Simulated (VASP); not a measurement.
Runs of VASP 6.6.1 on Zr. The structure is that of space group Pm-3m (No. 221), or close to it. The cells are those of the table. 

```tsv
cell	k mesh	gap on the mesh (eV)	pressure (GPa)
a = 2.905 Å, 1 atom	12 × 12 × 12	none	(b)
a = 2.825 Å, 1 atom	12 × 12 × 12	none	6.8
a = 3.017 Å, 1 atom	12 × 12 × 12	none	(a)
a = 2.905 Å, 1 atom	18 × 18 × 18	none	0.2
a = 2.943 Å, 1 atom	12 × 12 × 12	none	(c)
a = 2.784 Å, 1 atom	12 × 12 × 12	none	10.9
a = 2.980 Å, 1 atom	12 × 12 × 12	none	-4.0
a = 2.866 Å, 1 atom	12 × 12 × 12	none	3.3
```

Alike in all rows: task single point; level r2SCAN; potentials or basis VASP PAW PBE potentials, release 64 (Zr_sv); no spin polarisation; cutoff (eV) 550; smearing fermi-dirac 0.1 eV.

Problem. Fill in the values left out.

Solution. (a) -5.8; (b) 0.5; (c) -1.9.

Caveats: the PAW data sets were made with another functional, which shifts forces and pressure a little.

A k mesh can miss the band edges, and the runs leave out spin-orbit coupling on Zr.

A gap of «none» marks levels without a gap at the run's occupations.
